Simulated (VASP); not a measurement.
SiO2, 18 atoms in the cell. Symmetry: Im-3m, No. 229, cubic system. Conventional cell: a = 8.729 Å, b = 8.729 Å, c = 8.729 Å, α = 90.00°, β = 90.00°, γ = 90.00°. Within 2.1 Å of Si (site symmetry -4m2) lie 4 O at 1.58 Å. Within 2.1 Å of O (site symmetry mm2) lie 2 Si at 1.58 Å. 

| Property | Result |
| --- | --- |
| Program | VASP 6.6.1 |
| Task | single point |
| Functional | LDA |
| Potentials or basis | VASP PAW LDA potentials, release 64 (Si, O) |
| Cutoff | 520 eV |
| k mesh | 4 × 4 × 4 |
| Occupations | gaussian, width 0.02 eV |
| Spin | no spin polarisation |
| Dipole correction | no |
| Further INCAR settings | LREAL = Auto; ALGO = Normal; EDIFF = 1e-06; NBANDS = 63 |

Potentials or basis: VASP PAW LDA potentials, release 64 (Si, O).

Launch:

```sh
$ cat potpaw_LDA.64/Si/POTCAR potpaw_LDA.64/O/POTCAR > POTCAR
$ mpirun -np 1 vasp_std > vasp.out
```

Hardware: 1 thread of Intel(R) Xeon(R) 6975P-C (Granite Rapids) (shared host).

Q: How long does it take, and how much memory?

A: It took 2.6 min on 1 thread of Intel(R) Xeon(R) 6975P-C (Granite Rapids) (shared host), peak memory 0.37 GiB. Counts: scf iterations 17, k points 8.
